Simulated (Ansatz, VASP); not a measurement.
**S: VASP beside Ansatz**

```
S
1.0
     4.31656    0.00000    0.00000
    -2.15828    3.73825    0.00000
     0.00000    0.00000    4.42549
S
3
Direct
  0.19698 0.00000 0.33333
  0.00000 0.19698 0.66667
  0.80302 0.80302 0.00000
```

Alike in both runs: functional PBE; dispersion D3(BJ); k mesh 6 × 6 × 6; occupations gaussian, width 0.02 eV; no spin polarisation.

Ansatz relaxed the structure, and its values are those at the end. VASP's run is a single point on that final structure, the one shown.

```csv
,VASP,Ansatz
version,VASP 6.6.1,Ansatz 0.2.0
potentials or method,"VASP PAW PBE potentials, release 64 (S), cutoff 520 eV","scalar-relativistic, plane waves, PAW"
valence electrons in the cell,18,18
```

Ansatz gave:

```
gap on the k mesh at the Fermi level (eV) : 1.76
least direct gap on the mesh (eV)         : 2.11
pressure (GPa)                            : 0.0
rms of the force components (eV/Å)        : 0.002
```

Question: Which values does VASP return?

Answer: gap on the k mesh at the Fermi level (eV): 1.81; least direct gap on the mesh (eV): 2.18; pressure (GPa): -0.5; rms of the force components (eV/Å): 0.070.
